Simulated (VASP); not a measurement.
# MgS (F-43m) in VASP: notebook

Runs on MgS. Level: PBEsol. Tasks: relaxation of cell and atoms.

Everything below comes from runs of VASP 6.6.1. Logs are shortened: lines on timing, memory, paths and dates and some standing lists are left out, and cuts for length are marked.

## 1. The cell of the first run

The structure is cubic, space group F-43m (No. 216). Conventional cell: a = 5.666 Å, b = 5.666 Å, c = 5.666 Å, α = 90.00°, β = 90.00°, γ = 90.00°. S (site symmetry -43m) has 4 Mg at 2.45 Å within 3.2 Å. Within 3.2 Å of Mg (site symmetry -43m) lie 4 S at 2.45 Å.

## 2. Relaxation of cell and atoms, PBEsol

File INCAR:

```
SYSTEM = MgS
  PREC = Accurate
  ENCUT = 600
  EDIFF = 1E-7
  ISMEAR = -1
  SIGMA = 0.05
  LREAL = .FALSE.
  LASPH = .TRUE.
  NELM = 80
  ALGO = Normal
  ISIF = 3
  LWAVE = .FALSE.
  LCHARG = .FALSE.
  GGA = PS
  IBRION = 2
  NSW = 60
  EDIFFG = -0.01
```

File KPOINTS:

```
regular mesh
0
G
  8 8 8
  0 0 0
```

File POSCAR:

```
MgS
1.0
    0.0000000000      2.8331200468      2.8331200468
    2.8331200468      0.0000000000      2.8331200468
    2.8331200468      2.8331200468      0.0000000000
S Mg
1 1
Direct
    0.2500000000      0.2500000000      0.2500000000
    0.0000000000      0.0000000000      0.0000000000
```

Potentials or basis: VASP PAW PBE potentials, release 64 (S, Mg).

Run with:

```bash
> cat potpaw_PBE.64/S/POTCAR potpaw_PBE.64/Mg/POTCAR > POTCAR
> mpirun -np 1 vasp_std > vasp.out
```

OUTCAR:

```text
SYSTEM = MgS
   PREC = Accurate
   ENCUT = 600
   EDIFF = 1E-7
   ISMEAR = -1
   LREAL = .FALSE.
   LASPH = .TRUE.
   NELM = 80
   ISIF = 3
   GGA = PS
   IBRION = 2
   NSW = 60
   EDIFFG = -0.01

 ion  position               nearest neighbor table
   1  0.250  0.250  0.250-   2 2.45   2 2.45   2 2.45   2 2.45
   2  0.000  0.000  0.000-   1 2.45   1 2.45   1 2.45   1 2.45

  LATTYP: Found a face centered cubic cell.
 ALAT       =     5.6662400936

  Lattice vectors:

 A1 = (   0.0000000000,   2.8331200468,   2.8331200468)
 A2 = (   2.8331200468,   0.0000000000,   2.8331200468)
 A3 = (   2.8331200468,   2.8331200468,   0.0000000000)

Analysis of symmetry for initial positions (statically):
=====================================================================
 Subroutine PRICEL returns:
 Original cell was already a primitive cell.

 Routine SETGRP: Setting up the symmetry group for a
 face centered cubic supercell.

 Subroutine GETGRP returns: Found 24 space group operations
 (whereof 24 operations were pure point group operations)
 out of a pool of 48 trial point group operations.

The static configuration has the point symmetry T_d .

Analysis of symmetry for dynamics (positions and initial velocities):
=====================================================================
 Subroutine PRICEL returns:
 Original cell was already a primitive cell.

 Routine SETGRP: Setting up the symmetry group for a
 face centered cubic supercell.

 Subroutine GETGRP returns: Found 24 space group operations
 (whereof 24 operations were pure point group operations)
 out of a pool of 48 trial point group operations.

The dynamic configuration has the point symmetry T_d .

 Subroutine INISYM returns: Found 24 space group operations
 (whereof 24 operations are pure point group operations),
 and found     1 'primitive' translations

----------------------------------------------------------------------------------------

                                     Primitive cell

  volume of cell :      45.4805

  direct lattice vectors                    reciprocal lattice vectors
     0.000000000  2.833120047  2.833120047    -0.176483874  0.176483874  0.176483874
     2.833120047  0.000000000  2.833120047     0.176483874 -0.176483874  0.176483874
[... 91 lines left out ...]
   ISIF   =      3    stress and relaxation
   ISYM   =      2    0-nonsym 1-usesym 2-fastsym
   POTIM  = 0.5000    time-step for ionic-motion
   TEBEG  =    0.0;   TEEND  =   0.0 temperature during run
   PSTRESS=    0.0 pullay stress
   NELECT =       8.0000    total number of electrons
   NUPDOWN=      -1.0000    fix difference up-down
   EMIN   =  10.00;   EMAX   =-10.00  energy-range for DOS
   EFERMI =   0.00;   METHOD = LEGACY
   ISMEAR =    -1;   SIGMA  =   0.05  broadening in eV -4-tet -1-fermi 0-gaus
   EFERMI_NEDOS =   21; number of points for ismear=-14 and -15
   IALGO  =     38    algorithm
   IMIX   =      4    mixing-type and parameters
     AMIX     =   0.40;   BMIX     =  1.00
     AMIX_MAG =   1.60;   BMIX_MAG =  1.00
  volume/ion in A,a.u.               =      22.74       153.46
  Fermi-wavevector in a.u.,A,eV,Ry     =   0.917269  1.733386 11.447692  0.841382
  Thomas-Fermi vector in A             =   2.042218
   LORBIT       =      0    0 simple, 1 ext, 2 COOP (PROOUT), +10 PAW based schemes
   GGA     = PS    functional components
   LHFCALC =     F    Hartree Fock is set to
   AEXX    =    0.0000 exact exchange contribution
   IVDW    =     0    specifies the selected vdW correction
   LEPSILON=     F    determine dielectric tensor
   LRPA    =     F    only Hartree local field effects (RPA)
 conjugate gradient relaxation of ions
 non-spin polarized calculation
  energy-cutoff  :      600.00
  volume of cell :       45.48
 maximum number of plane-waves:      1540
   NGX = 17   NGY = 17   NGZ = 17

--------------------------------------- Ionic step        1  -------------------------------------------

 number of electron       8.0000000 magnetization

 Free energy of the ion-electron system (eV)
  ---------------------------------------------------
  ext. energy  EPLUGINS =         0.00000000
  ---------------------------------------------------
  free energy    TOTEN  =        -8.91745792 eV

  energy without entropy =       -8.91745792  energy(sigma->0) =       -8.91745792

------------------------ aborting loop because EDIFF is reached ----------------------------------------

  FORCE on cell =-STRESS in cart. coord.  units (eV):
  Direction    XX          YY          ZZ          XY          YZ          ZX
  --------------------------------------------------------------------------------------
  -------------------------------------------------------------------------------------
  Total       -0.1430458     -0.1430458     -0.1430458      0.0000000      0.0000000      0.0000000
  in kB       -5.0391909     -5.0391909     -5.0391909      0.0000000      0.0000000      0.0000000
  external PRESSURE =      -5.0391909 kB  Pullay stress =       0.0000000 kB
[... 59 lines left out ...]
--------------------------------------- Ionic step        3  -------------------------------------------

 number of electron       8.0000000 magnetization

 Free energy of the ion-electron system (eV)
  ---------------------------------------------------
  ext. energy  EPLUGINS =         0.00000000
  ---------------------------------------------------
  free energy    TOTEN  =        -8.91809451 eV

  energy without entropy =       -8.91809451  energy(sigma->0) =       -8.91809451

 E-fermi :   2.1060     XC(G=0):  -8.6019

 val. band max:        1.0415571433   @ k =   0.0000   0.0000   0.0000
 cond. band min:       4.3694510034   @ k =   0.0000   0.0000   0.0000
 fundamental gap:      3.3278938601
 Fermi energy:         2.1060484243

 k-point     1 :       0.0000    0.0000    0.0000
  band No.  band energies     occupation
      1     -10.2492      2.00000
      2       1.0416      2.00000
      3       1.0416      2.00000
      4       1.0416      2.00000
      5       4.3695      0.00000
      6       8.9309      0.00000
      7       8.9309      0.00000
      8       8.9309      0.00000
[... 243 lines left out ...]
 k-point    24 :      -0.3750    0.2500    0.1250
  band No.  band energies     occupation
      1      -9.4318      2.00000
      2      -1.8015      2.00000
      3      -0.2885      2.00000
      4       0.3782      2.00000
      5       6.9750      0.00000
      6       7.4406      0.00000
      7       9.7276      0.00000
      8       9.8189      0.00000

 [... further k-points ...]
[... 5 lines left out ...]
  --------------------------------------------------------------------------------------
  -------------------------------------------------------------------------------------
  Total        0.0002189      0.0002189      0.0002189      0.0000000      0.0000000      0.0000000
  in kB        0.0077792      0.0077792      0.0077792      0.0000000      0.0000000      0.0000000
  external PRESSURE =       0.0077792 kB  Pullay stress =       0.0000000 kB
[... 17 lines left out ...]
  FREE ENERGIE OF THE ION-ELECTRON SYSTEM (eV)
  ---------------------------------------------------
  free  energy   TOTEN  =        -8.9180945114 eV

  energy  without entropy=       -8.9180945114  energy(sigma->0) =       -8.91809451

 reached required accuracy - stopping structural energy minimisation
```

It took 13 s on 1 thread of Intel Xeon Platinum 8559C (Emerald Rapids), shared host; peak memory 0.18 GiB.

Results:

| Item | Value |
| --- | --- |
| Free energy | -8.9181 eV |
| Relaxed volume | 22.54 Å³/atom |
| Relaxed cell | a = 3.995 Å, b = 3.995 Å, c = 3.995 Å, α = 60.00°, β = 60.00°, γ = 60.00° |
| Space group after relaxing (to 0.05 Å) | F-43m (No. 216) |
| Energy gained by relaxing | 0.3 meV/atom |
| Ionic steps | 3 |
| Pressure after relaxing | 0.0 GPa |
| Band gap on the k mesh | 3.33 eV, direct |

Step by step:
```csv
step,energy change (eV),largest force (eV/Å),pressure (GPa),volume (Å³)
1,0.0000,0.0000,-0.50,45.48
2,-0.0006,0.0000,0.09,45.01
3,-0.0006,0.0000,0.00,45.08
```

Final structure:
```
CELL_PARAMETERS angstrom
0.00000 2.82480 2.82480
2.82480 0.00000 2.82480
2.82480 2.82480 0.00000
ATOMIC_POSITIONS crystal
S 0.25000 0.25000 0.25000
Mg 0.00000 0.00000 0.00000
```

Levels at points of the mesh, in eV from the valence-band top:
```
           k point  band 2  band 3  band 4  band 5  band 6  band 7
(0.00, 0.00, 0.00)    0.00    0.00    0.00    3.33    7.89    7.89
(0.50, 0.00, 0.00)   -3.21   -0.33   -0.33    5.02    7.55    7.55
(0.50, 0.50, 0.00)   -2.87   -1.06   -1.06    3.70    5.55   11.09
```

Caveat: the PAW data sets were made with another functional, which shifts forces and pressure a little.

## 3. Relaxation of cell and atoms, PBEsol, target pressure 2 GPa, at which the enthalpy is minimised

File INCAR:

```
SYSTEM = MgS
PREC     = Accurate       ! precision mode
ENCUT    = 600            ! plane-wave cutoff, eV
EDIFF    = 1E-6           ! SCF threshold, eV
ISMEAR   = -1             ! smearing method
SIGMA    = 0.05           ! smearing width, eV
LREAL    = .FALSE.        ! projectors in reciprocal space
LASPH    = .TRUE.         ! aspherical terms in the spheres
NELM     = 80             ! most SCF steps
ALGO     = Normal         ! electronic algorithm
ISIF     = 3              ! what is computed and relaxed
LWAVE    = .FALSE.        ! write WAVECAR
LCHARG   = .FALSE.        ! write CHGCAR
GGA      = PS             ! functional
IBRION   = 2              ! ionic algorithm
NSW      = 60             ! ionic steps
EDIFFG   = -0.01          ! ionic threshold
PSTRESS  = 20.0
```

KPOINTS is that of step 2.

POSCAR is that of step 2.

Potentials or basis: VASP PAW PBE potentials, release 64 (S, Mg).

Run with:

```bash
> cat potpaw_PBE.64/S/POTCAR potpaw_PBE.64/Mg/POTCAR > POTCAR
> mpirun -np 1 vasp_std > vasp.out
```

Run time: 13 s. Hardware: 1 thread of Intel Xeon Platinum 8559C (Emerald Rapids), shared host; peak memory 0.19 GiB.

Results (log left out):

- Free energy: -8.9094 eV
- Relaxed volume: 21.83 Å³/atom
- Relaxed cell: a = 3.952 Å, b = 3.952 Å, c = 3.952 Å, α = 60.00°, β = 60.00°, γ = 60.00°
- Space group after relaxing (to 0.05 Å): F-43m (No. 216)
- Energy change on relaxing (the enthalpy is what falls): +4.0 meV/atom
- Ionic steps: 3
- Pressure after relaxing: 2.0 GPa
- Band gap on the k mesh: 3.49 eV, direct

Step by step:
| step | energy change (eV) | largest force (eV/Å) | pressure (GPa) | volume (Å³) |
| --- | --- | --- | --- | --- |
| 1 | 0.0000 | 0.0000 | -0.50 | 45.48 |
| 2 | 0.0150 | 0.0000 | 2.75 | 43.19 |
| 3 | 0.0080 | 0.0000 | 2.00 | 43.66 |

Final structure:
```
S Mg
1.0
     0.00000    2.79474    2.79474
     2.79474    0.00000    2.79474
     2.79474    2.79474    0.00000
S Mg
1 1
Direct
  0.25000 0.25000 0.25000
  0.00000 0.00000 0.00000
```

Levels at points of the mesh, in eV from the valence-band top:
| k point | band 2 | band 3 | band 4 | band 5 | band 6 | band 7 |
| --- | --- | --- | --- | --- | --- | --- |
| (0.00, 0.00, 0.00) | 0.00 | 0.00 | 0.00 | 3.49 | 7.97 | 7.97 |
| (0.50, 0.00, 0.00) | -3.32 | -0.34 | -0.34 | 5.13 | 7.59 | 7.59 |
| (0.50, 0.50, 0.00) | -2.96 | -1.10 | -1.10 | 3.67 | 5.59 | 11.41 |

Caveat: the cell is relaxed towards a set pressure, so the enthalpy falls and the energy may rise; the PAW data sets were made with another functional, which shifts forces and pressure a little. Expect the measured gap to be larger: semilocal functionals such as PBEsol lack the derivative discontinuity.

## 4. Relaxation of cell and atoms, PBEsol, target pressure 5 GPa, at which the enthalpy is minimised

File INCAR:

```
PREC = Accurate ; ENCUT = 600
EDIFF = 1E-7 ; ISMEAR = -1
SIGMA = 0.05 ; LREAL = False
LASPH = True ; NELM = 100
ALGO = Normal ; ISIF = 3
LWAVE = False ; LCHARG = False
GGA = PS ; IBRION = 2
NSW = 60 ; EDIFFG = -0.01
PSTRESS = 50.0
```

File KPOINTS:

```
Automatic mesh
0
Gamma
  8 8 8
```

POSCAR is that of step 3.

Run with:

```bash
> cat potpaw_PBE.64/S/POTCAR potpaw_PBE.64/Mg/POTCAR > POTCAR
> mpirun -np 1 vasp_std > vasp.out
```

Wall time 15 s (1 thread of Intel Xeon Platinum 8559C (Emerald Rapids), shared host); peak memory 0.19 GiB.

Results (log left out):

* Free energy: -8.8711 eV
* Relaxed volume: 20.94 Å³/atom
* Relaxed cell: a = 3.898 Å, b = 3.898 Å, c = 3.898 Å, α = 60.00°, β = 60.00°, γ = 60.00°
* Space group after relaxing (to 0.05 Å): F-43m (No. 216)
* Energy change on relaxing (the enthalpy is what falls): +23.2 meV/atom
* Ionic steps: 3
* Pressure after relaxing: 5.0 GPa
* Band gap on the k mesh: 3.63 eV, indirect (least direct gap 3.70 eV)

Step by step:
| step | energy change (eV) | largest force (eV/Å) | pressure (GPa) | volume (Å³) |
| --- | --- | --- | --- | --- |
| 1 | 0.0000 | 0.0000 | -0.50 | 45.48 |
| 2 | 0.0997 | 0.0000 | 7.73 | 40.53 |
| 3 | 0.0464 | 0.0000 | 5.00 | 41.88 |

Final structure:
```
S Mg
1.0
     0.00000    2.75626    2.75626
     2.75626    0.00000    2.75626
     2.75626    2.75626    0.00000
S Mg
1 1
Direct
  0.25000 0.25000 0.25000
  0.00000 0.00000 0.00000
```

Levels at points of the mesh, in eV from the valence-band top:
```tsv
k point	band 1	band 2	band 3	band 4	band 5	band 6	band 7	band 8
(0.00, 0.00, 0.00)	-11.55	0.00	0.00	0.00	3.70	8.07	8.07	8.07
(0.50, 0.00, 0.00)	-10.73	-3.47	-0.36	-0.36	5.28	7.65	7.65	8.80
(0.50, 0.50, 0.00)	-10.46	-3.09	-1.15	-1.15	3.63	5.64	11.83	12.81
```

Caveat: the cell is relaxed towards a set pressure, so the enthalpy falls and the energy may rise; the PAW data sets were made with another functional, which shifts forces and pressure a little. PBEsol gaps usually lie below the measured ones, often by a third to a half.

## 5. Relaxation of cell and atoms, PBEsol, target pressure 10 GPa, at which the enthalpy is minimised

File INCAR:

```
PREC     = Accurate       # precision mode
ENCUT    = 600            # plane-wave cutoff, eV
EDIFF    = 1E-6           # SCF threshold, eV
ISMEAR   = -1             # smearing method
SIGMA    = 0.05           # smearing width, eV
LREAL    = F              # projectors in reciprocal space
LASPH    = T              # aspherical terms in the spheres
NELM     = 100            # most SCF steps
ALGO     = Normal         # electronic algorithm
ISIF     = 3              # what is computed and relaxed
LWAVE    = F              # write WAVECAR
LCHARG   = F              # write CHGCAR
GGA      = PS             # functional
IBRION   = 2              # ionic algorithm
NSW      = 60             # ionic steps
EDIFFG   = -0.01          # ionic threshold
PSTRESS  = 100.0
```

File KPOINTS:

```
regular mesh
0
Gamma
  8 8 8
```

POSCAR is that of step 4.

Run with:

```bash
> cat potpaw_PBE.64/S/POTCAR potpaw_PBE.64/Mg/POTCAR > POTCAR
> mpirun -np 1 vasp_std > vasp.out
```

It took 14 s on 1 thread of Intel Xeon Platinum 8559C (Emerald Rapids), shared host; peak memory 0.19 GiB.

It converged, with:

- Free energy: -8.7655 eV
- Relaxed volume: 19.79 Å³/atom
- Relaxed cell: a = 3.825 Å, b = 3.825 Å, c = 3.825 Å, α = 60.00°, β = 60.00°, γ = 60.00°
- Space group after relaxing (to 0.05 Å): F-43m (No. 216)
- Energy change on relaxing (the enthalpy is what falls): +76.0 meV/atom
- Ionic steps: 3
- Pressure after relaxing: 9.9 GPa
- Band gap on the k mesh: 3.56 eV, indirect (least direct gap 4.00 eV)

Step by step:
| step | energy change (eV) | largest force (eV/Å) | pressure (GPa) | volume (Å³) |
| --- | --- | --- | --- | --- |
| 1 | 0.0000 | 0.0000 | -0.50 | 45.48 |
| 2 | 0.4410 | 0.0000 | 19.47 | 36.36 |
| 3 | 0.1520 | 0.0000 | 9.92 | 39.58 |

Final structure:
```cif
data_structure
_symmetry_space_group_name_H-M 'P 1'
_symmetry_Int_Tables_number 1
_cell_length_a 3.8252
_cell_length_b 3.8252
_cell_length_c 3.8252
_cell_angle_alpha 60.000
_cell_angle_beta 60.000
_cell_angle_gamma 60.000
_cell_volume 39.58
loop_
_atom_site_label
_atom_site_type_symbol
_atom_site_fract_x
_atom_site_fract_y
_atom_site_fract_z
_atom_site_occupancy
S1 S 0.25000 0.25000 0.25000 1
Mg1 Mg 0.00000 0.00000 0.00000 1
```

Levels at points of the mesh, in eV from the valence-band top:
```csv
k point,band 2,band 3,band 4,band 5,band 6,band 7
"(0.00, 0.00, 0.00)",0.00,0.00,0.00,4.00,8.21,8.21
"(0.50, 0.00, 0.00)",-3.69,-0.37,-0.37,5.47,7.71,7.71
"(0.50, 0.50, 0.00)",-3.27,-1.22,-1.22,3.56,5.68,12.43
```

Caveat: the cell is relaxed towards a set pressure, so the enthalpy falls and the energy may rise; the PAW data sets were made with another functional, which shifts forces and pressure a little.

## 6. The runs side by side

```csv
cell,gap on the mesh (eV),pressure (GPa)
relaxed,3.33,0.0
relaxed to 2 GPa,3.49,2.0
relaxed to 5 GPa,3.63,5.0
relaxed to 10 GPa,3.56,9.9
```

Alike in all rows: task relaxation of cell and atoms; level PBEsol; potentials or basis VASP PAW PBE potentials, release 64 (S, Mg); no spin polarisation; k mesh 8 × 8 × 8; cutoff (eV) 600; smearing fermi-dirac 0.05 eV.

Caveats: the PAW data sets were made with another functional, which shifts forces and pressure a little; the cell is relaxed towards a set pressure, so the enthalpy falls and the energy may rise (some runs).

Absolute energies hang on the potentials; compare differences alone.
